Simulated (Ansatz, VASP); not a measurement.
**One calculation of ZrB2, two programs**

```
CELL_PARAMETERS angstrom
3.06163 0.00000 0.00000
-1.53082 2.65145 0.00000
0.00000 0.00000 4.09065
ATOMIC_POSITIONS crystal
Zr 0.00000 0.00000 0.00000
B 0.33333 0.66667 0.50000
B 0.66667 0.33333 0.50000
```

Alike in both runs: task single point; functional LDA; k mesh 18 × 18 × 12; occupations gaussian, width 0.15 eV; no spin polarisation.

|  | VASP | Ansatz |
| --- | --- | --- |
| version | VASP 6.6.1 | Ansatz 0.2.0 |
| potentials or method | VASP PAW LDA potentials, release 64 (Zr_sv, B), cutoff 520 eV | scalar-relativistic, plane waves, PAW |
| valence electrons in the cell | 18 | 18 |

```tsv
	VASP	Ansatz	Ansatz less VASP
gap on the k mesh at the Fermi level (eV)	none	none	-
pressure (GPa)	-17.2	-17.6	-0.32
traceless stress, the component that is largest in VASP (GPa)	-30.94	-30.93	+0.014
```

LDA's correlation is that of Perdew and Zunger in VASP and of Perdew and Wang (1992) in Ansatz. A gap of «none» marks a metal or a gap that the smearing closes.
